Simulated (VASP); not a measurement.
The system is CdS.

```
Cd S
1.0
     3.38691    0.00000    0.00000
     0.00000    3.38691    0.00000
     0.00000    0.00000    3.38691
Cd S
1 1
Direct
  0.00000 0.00000 0.00000
  0.50000 0.50000 0.50000
```

Base run:

| Quantity | Value |
| --- | --- |
| Program | VASP 6.6.1 |
| Functional | PBE |
| Potentials or basis | VASP PAW PBE potentials, release 64 (Cd, S) |
| Cutoff | 520 eV |
| k mesh | 6 × 6 × 6 |
| Occupations | fermi-dirac, width 0.02 eV |
| Spin | no spin polarisation |

Its results: band gap on the k mesh zero (band 9 reaches 4.11 eV, above the bottom of band 10 at 3.07 eV); pressure 2.0 GPa.

Task: After a change of settings the same cell gave: band gap on the k mesh zero (band 9 reaches 3.94 eV, above the bottom of band 10 at 2.72 eV); pressure -4.8 GPa. Which change was it?
A. functional from PBE to HSE06; k mesh from 6 × 6 × 6 to 4 × 4 × 4
B. functional from PBE to LDA; potentials or basis from VASP PAW PBE potentials, release 64 (Cd, S) to VASP PAW LDA potentials, release 64 (Cd, S)
C. occupations from fermi-dirac, width 0.02 eV to gaussian, width 0.001 eV

Result: B.
